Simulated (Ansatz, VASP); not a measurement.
# B in VASP and in Ansatz

```
B
1.0
     2.79125    0.00000    0.00000
    -1.39562    2.41729    0.00000
     0.00000    0.00000    3.16676
B
3
Cartesian
  0.6291 0.0000 1.0556
  -0.3146 0.5449 2.1112
  1.0811 1.8724 0.0000
```

Alike in both runs: task relaxation of cell and atoms; functional PBEsol; k mesh 9 × 9 × 6; occupations gaussian, width 0.1 eV; no spin polarisation.

```csv
,VASP,Ansatz
version,VASP 6.6.1,Ansatz 0.2.0
potentials or method,"VASP PAW PBE potentials, release 64 (B), cutoff 600 eV","scalar-relativistic, plane waves, PAW"
valence electrons in the cell,9,9
```

|  | VASP | Ansatz | Ansatz less VASP |
| --- | --- | --- | --- |
| gap on the k mesh at the Fermi level, each at its own relaxed structure (eV) | none | none | - |
| relaxed volume (Å³/atom) | 6.61 | 6.28 | -0.326 |
| relaxed cell length with the largest relative difference (Å) | 3.343 | 3.917 | +0.5739 |

VASP's potentials were made for PBE, not for PBEsol. A gap of «none» marks a metal or a gap that the smearing closes. One of these differences is far larger than is usual between the two programs; its cause wasn't traced.
